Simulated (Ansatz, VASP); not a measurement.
**One calculation of In2As3, two programs**

Contents of INCAR:

```
SYSTEM = In2As3
ALGO = Normal ; EDIFF = 1E-6
EDIFFG = -0.04 ; ENCUT = 600
GGA = PE ; IBRION = 2
ISIF = 3 ; ISMEAR = 0
LASPH = .True. ; LCHARG = .False.
LREAL = .False. ; LWAVE = .False.
NELM = 80 ; NSW = 90
PREC = Accurate ; SIGMA = 0.1
```

The input KPOINTS:

```
k-points
0
Gamma
  6 6 4
  0 0 0
```

The input POSCAR:

```
In2As3
1.0
    4.7554901000      0.0000000000      0.0000000000
   -2.3777450500      4.1183752300      0.0000000000
    0.0000000000      0.0000000000      5.7418136400
In As
2 3
Direct
    0.3333333300      0.6666666700      0.1380000000
    0.6666666700      0.3333333300      0.8620000000
    0.0000000000      0.0000000000      0.0000000000
    0.3333333300      0.6666666700      0.6250000000
    0.6666666700      0.3333333300      0.3750000000
```

Input for Ansatz:

```yaml
crystal:
  lattice:
    - [4.7554901, 0.0, 0.0]
    - [-2.37774505, 4.11837523, 0.0]
    - [0.0, 0.0, 5.74181364]
  atoms:
    - { symbol: In, position: [0.33333333, 0.66666667, 0.138] }
    - { symbol: In, position: [0.66666667, 0.33333333, 0.862] }
    - { symbol: As, position: [0.0, 0.0, 0.0] }
    - { symbol: As, position: [0.33333333, 0.66666667, 0.625] }
    - { symbol: As, position: [0.66666667, 0.33333333, 0.375] }
basis:
  ecutwfc: 420
kpoints:
  mp_grid: { grid: [6, 6, 4] }
hamiltonian:
  xc: pbe
scf:
  occupations: { method: gaussian, width: 0.1 }
  lower_state_search: "off"
output:
  forces: true
  stress: true
  eigenvalues: true
relax:
  adjacent_minimum: "off"
  f_tol: 0.04
  max_steps: 70
  cell: { stress_tol: 0.4 }
```

Change from the starting cell: species swapped into the Ga3Ni2 type (P-3m1, No. 164).

Alike in both runs: task relaxation of cell and atoms; functional PBE; k mesh 6 × 6 × 4; occupations gaussian, width 0.1 eV; no spin polarisation.

|  | VASP | Ansatz |
| --- | --- | --- |
| version | VASP 6.6.1 | Ansatz 0.2.0 |
| potentials or method | VASP PAW PBE potentials, release 64 (In_d, As), cutoff 600 eV | scalar-relativistic, plane waves, PAW |
| valence electrons in the cell | 41 | 71 |

|  | VASP | Ansatz | Ansatz less VASP |
| --- | --- | --- | --- |
| gap on the k mesh at the Fermi level, each at its own relaxed structure (eV) | none | none | - |
| relaxed volume (Å³/atom) | 28.38 | 28.46 | +0.083 |
| relaxed length of the cell vector where the two differ most in proportion (Å) | 8.112 | 8.143 | +0.0316 |

A gap of «none» marks a metal or a gap that the smearing closes. VASP's potentials hold 41 valence electrons a cell and Ansatz's 71, so a difference there can come from the potentials and not from the codes.

Noted on VASP's run: the volume moved by over 15 % at a fixed basis, so the end points are rough.
